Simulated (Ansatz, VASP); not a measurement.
# ZnO in VASP and in Ansatz

Contents of INCAR:

```
SYSTEM = ZnO
PREC = Accurate
ENCUT = 520
EDIFF = 1E-7
ISMEAR = 0
SIGMA = 0.05
LREAL = .False.
LASPH = .True.
NELM = 100
ALGO = Normal
ISIF = 2
LWAVE = .False.
LCHARG = .False.
NBANDS = 16
```

File KPOINTS:

```
Automatic mesh
0
Gamma
  12 12 12
  0 0 0
```

File POSCAR:

```
ZnO
1.0
    0.0000000000      2.5044378470      1.6278846006
    2.5044378470      0.0000000000      1.6278846006
    2.5044378470      2.5044378470      0.0000000000
Zn O
1 1
Direct
    0.0000000000      0.0000000000      0.0000000000
    0.5000000000      0.5000000000      0.5000000000
```

Input for Ansatz:

```yaml
crystal:
  lattice:
    - [0.0, 2.504437847, 1.6278846006]
    - [2.504437847, 0.0, 1.6278846006]
    - [2.504437847, 2.504437847, 0.0]
  atoms:
    - { symbol: Zn, position: [0.0, 0.0, 0.0] }
    - { symbol: O, position: [0.5, 0.5, 0.5] }
basis:
  ecutwfc: 420
kpoints:
  mp_grid: { grid: [12, 12, 12] }
hamiltonian:
  xc: lda
scf:
  occupations: { method: gaussian, width: 0.05 }
output:
  forces: true
  stress: true
  eigenvalues: true
```

Alike in both runs: task single point; functional LDA; k mesh 12 × 12 × 12; occupations gaussian, width 0.05 eV; no spin polarisation.

|  | VASP | Ansatz |
| --- | --- | --- |
| version | VASP 6.6.1 | Ansatz 0.2.0 |
| potentials or method | VASP PAW LDA potentials, release 64 (Zn, O), cutoff 520 eV | scalar-relativistic, plane waves, PAW |
| valence electrons in the cell | 18 | 18 |

Ansatz gave:

```
gap on the k mesh at the Fermi level (eV) : 2.14
least direct gap on the mesh (eV)         : 4.18
```

Problem. Estimate VASP's values.

Solution. gap on the k mesh at the Fermi level (eV): 2.15; least direct gap on the mesh (eV): 4.15.

LDA's correlation is that of Perdew and Zunger in VASP and of Perdew and Wang (1992) in Ansatz.
